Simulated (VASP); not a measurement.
A run of VASP 6.6.1:

Contents of INCAR:

```
SYSTEM = Cd2S
ALGO = Normal
EDIFF = 1E-6
ENCUT = 630
GGA = PS
GGA_COMPAT = .FALSE.
ISIF = 2
ISMEAR = -1
LASPH = .TRUE.
LCHARG = .FALSE.
LREAL = .FALSE.
LWAVE = .FALSE.
NBANDS = 30
NELM = 120
PREC = Accurate
SIGMA = 0.05
```

Contents of KPOINTS:

```
k-points
0
G
  8 8 5
  0 0 0
```

File POSCAR:

```
Cd2S
1.0
    3.8817765334      0.0000000000      0.0000000000
   -1.9408882667      3.3617170898      0.0000000000
    0.0000000000      0.0000000000      5.6906037861
Cd S
2 1
Direct
    0.3333333333      0.6666666667      0.9327170000
    0.6666666667      0.3333333333      0.5787350000
    0.3333333333      0.6666666667      0.3657050000
```

Potentials or basis: VASP PAW PBE potentials, release 64 (Cd_sv_GW, S).

Run with:

```console
$ cat potpaw_PBE.64/Cd_sv_GW/POTCAR potpaw_PBE.64/S/POTCAR > POTCAR
$ mpirun -np 1 vasp_std > vasp.out
```

Hardware: 1 thread of Intel(R) Xeon(R) Platinum 8259CL CPU @ 2.50GHz (Skylake/Cascade Lake), on a shared host.

Q: Estimate the wall time of this run.

A: Run time: 86 s on 1 thread of Intel(R) Xeon(R) Platinum 8259CL CPU @ 2.50GHz (Skylake/Cascade Lake), on a shared host, peak memory 0.29 GiB. Counts: scf iterations 13, k points 40.
